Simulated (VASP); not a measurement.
Si7Ni4:

```
CELL_PARAMETERS angstrom
5.43100 0.00000 0.00000
0.00000 5.43100 0.00000
0.00000 0.00000 5.43100
ATOMIC_POSITIONS crystal
Ni 0.00000 0.00000 0.00000
Ni 0.00000 0.50000 0.50000
Ni 0.50000 0.00000 0.50000
Ni 0.50000 0.50000 0.00000
Si 0.75000 0.75000 0.75000
Si 0.25000 0.75000 0.75000
Si 0.75000 0.25000 0.25000
Si 0.75000 0.25000 0.75000
Si 0.25000 0.75000 0.25000
Si 0.75000 0.75000 0.25000
Si 0.25000 0.25000 0.75000
```

| Property | Result |
| --- | --- |
| Program | VASP 6.6.1 |
| Task | relaxation of volume and atoms at fixed shape |
| Functional | PBE |
| Potentials or basis | VASP PAW PBE potentials, release 64 (Ni, Si) |
| Cutoff | 600 eV |
| k mesh | 8 × 8 × 8 |
| Occupations | methfessel-paxton, width 0.1 eV |
| Spin | no spin polarisation |

At the start: pressure -4.4 GPa; volume 14.56 Å³/atom.

**Question.** Where does the relaxation end?

**Answer.** Over 6 steps the energy falls by 6.6 meV/atom and the volume is 14.10 Å³/atom (-3.2 %); space group P-43m (No. 215, to 0.1 Å) before and after.

The path:
| step | energy change (eV) | largest force (eV/Å) | pressure (GPa) | volume (Å³) |
| --- | --- | --- | --- | --- |
| 1 | 0.0000 | 0.1299 | -4.45 | 160.19 |
| 2 | -0.0226 | 0.1502 | 3.92 | 151.00 |
| 3 | -0.0725 | 0.0135 | -0.22 | 155.11 |
| 4 | -0.0725 | 0.0206 | 0.19 | 154.90 |
| 5 | -0.0725 | 0.0171 | 0.07 | 155.00 |
| 6 | -0.0725 | 0.0053 | -0.07 | 155.13 |

Final structure:
```
Ni Si
1.0
     5.37317    0.00000    0.00000
     0.00000    5.37317    0.00000
     0.00000    0.00000    5.37317
Ni Si
4 7
Direct
  0.99971 0.99971 0.99971
  0.99971 0.50029 0.50029
  0.50029 0.99971 0.50029
  0.50029 0.50029 0.99971
  0.75000 0.75000 0.75000
  0.25000 0.75000 0.75000
  0.75000 0.25000 0.25000
  0.75000 0.25000 0.75000
  0.25000 0.75000 0.25000
  0.75000 0.75000 0.25000
  0.25000 0.25000 0.75000
```
